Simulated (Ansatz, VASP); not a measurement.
**Two plane-wave programs on CoO**

```
CELL_PARAMETERS angstrom
1.58927 0.91757 2.18939
-1.58927 0.91757 2.18939
0.00000 -1.83514 2.18939
ATOMIC_POSITIONS crystal
Co 0.00000 0.00000 0.00000
O 0.50000 0.50000 0.50000
```

Alike in both runs: task single point; functional PBEsol; k mesh 24 × 24 × 24; occupations gaussian, width 0.15 eV; collinear spin.

|  | VASP | Ansatz |
| --- | --- | --- |
| version | VASP 6.6.1 | Ansatz 0.2.0 |
| potentials or method | VASP PAW PBE potentials, release 64 (Co, O), cutoff 520 eV | scalar-relativistic, plane waves, PAW |
| valence electrons in the cell | 15 | 23 |

Ansatz gave:

- gap on the k mesh at the Fermi level (eV): none
- pressure (GPa): -12.4
- traceless stress, the component that is largest in VASP (GPa): 5.06
- net moment per atom (μB): 1.44
- size of the moment on the site where the two differ most (μB): 2.45

Problem. Estimate VASP's values.

Solution. gap on the k mesh at the Fermi level (eV): none; pressure (GPa): -12.9; traceless stress, the component that is largest in VASP (GPa): 5.27; net moment per atom (μB): 1.43; size of the moment on the site where the two differ most (μB): 2.51.

VASP's potentials were made for PBE, not for PBEsol. Site moments also hang on the region over which each program counts them. A gap of «none» marks a metal or a gap that the smearing closes. With one functional, cell and mesh, what is left measures potentials, basis and numerics. VASP's potentials hold 15 valence electrons a cell and Ansatz's 23, so a difference there can come from the potentials and not from the codes.
